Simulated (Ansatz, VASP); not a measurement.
## Two plane-wave programs on SiC

The input INCAR:

```
SYSTEM = SiC
ALGO = Normal
EDIFF = 1E-6
ENCUT = 520
GGA = PE
ISIF = 2
ISMEAR = 0
LASPH = .TRUE.
LCHARG = .TRUE.
LELF = .TRUE.
LREAL = .FALSE.
LVHAR = .TRUE.
LWAVE = .FALSE.
NBANDS = 36
NELM = 100
PREC = Accurate
SIGMA = 0.05
```

KPOINTS

```
k-points
0
G
  12 12 2
  0 0 0
```

File POSCAR:

```
SiC
1.0
    3.1723110357      0.0000000000      0.0000000000
   -1.5861555179      2.7473019456      0.0000000000
    0.0000000000      0.0000000000     15.5659749019
Si C
6 6
Direct
    0.0000000000      0.0000000000      0.1250399589
    0.0000000000      0.0000000000      0.6250399589
    0.3333333333      0.6666666667      0.2918172939
    0.6666666667      0.3333333333      0.7918172939
    0.3333333333      0.6666666667      0.9583095749
    0.6666666667      0.3333333333      0.4583095749
    0.0000000000      0.0000000000      0.9996884429
    0.0000000000      0.0000000000      0.4996884429
    0.3333333333      0.6666666667      0.1668295365
    0.6666666667      0.3333333333      0.6668295365
    0.3333333333      0.6666666667      0.8333151928
    0.6666666667      0.3333333333      0.3333151928
```

Input for Ansatz:

```yaml
crystal:
  lattice:
    - [3.1723110357, 0.0, 0.0]
    - [-1.5861555179, 2.7473019456, 0.0]
    - [0.0, 0.0, 15.5659749019]
  atoms:
    - { symbol: Si, position: [0.0, 0.0, 0.1250399589] }
    - { symbol: Si, position: [0.0, 0.0, 0.6250399589] }
    - { symbol: Si, position: [0.3333333333, 0.6666666667, 0.2918172939] }
    - { symbol: Si, position: [0.6666666667, 0.3333333333, 0.7918172939] }
    - { symbol: Si, position: [0.3333333333, 0.6666666667, 0.9583095749] }
    - { symbol: Si, position: [0.6666666667, 0.3333333333, 0.4583095749] }
    - { symbol: C, position: [0.0, 0.0, 0.9996884429] }
    - { symbol: C, position: [0.0, 0.0, 0.4996884429] }
    - { symbol: C, position: [0.3333333333, 0.6666666667, 0.1668295365] }
    - { symbol: C, position: [0.6666666667, 0.3333333333, 0.6668295365] }
    - { symbol: C, position: [0.3333333333, 0.6666666667, 0.8333151928] }
    - { symbol: C, position: [0.6666666667, 0.3333333333, 0.3333151928] }
basis:
  ecutwfc: 520.0
kpoints:
  mp_grid: { grid: [12, 12, 2] }
hamiltonian:
  xc: pbe
  pseudopotentials: { kind: paw, azcp: { folder: soft_1 } }
scf:
  occupations: { method: gaussian, width: 0.05 }
output:
  forces: true
  stress: true
  eigenvalues: true
```

Change from the starting cell: mode 32 frozen in at +0.000 Å, equal normal strain along x, y and z +0.0250.

Alike in both runs: task single point; functional PBE; k mesh 12 × 12 × 2; occupations gaussian, width 0.05 eV; no spin polarisation.

```csv
,VASP,Ansatz
version,VASP 6.6.1,Ansatz 0.2.0
potentials or method,"VASP PAW PBE potentials, release 64 (Si, C), cutoff 520 eV","scalar-relativistic, plane waves, PAW"
valence electrons in the cell,48,48
```

Ansatz gave:

```
gap on the k mesh at the Fermi level (eV)                     : 2.05
least direct gap on the mesh (eV)                             : 3.12
pressure (GPa)                                                : -13.6
traceless stress, the component that is largest in VASP (GPa) : 0.08
rms of the force components (eV/Å)                            : 0.005
```

Which values does VASP return?

gap on the k mesh at the Fermi level (eV): 2.04; least direct gap on the mesh (eV): 3.12; pressure (GPa): -13.6; traceless stress, the component that is largest in VASP (GPa): 0.08; rms of the force components (eV/Å): 0.006.

Atom by atom the forces differ by 0.000 eV/Å (rms over components).
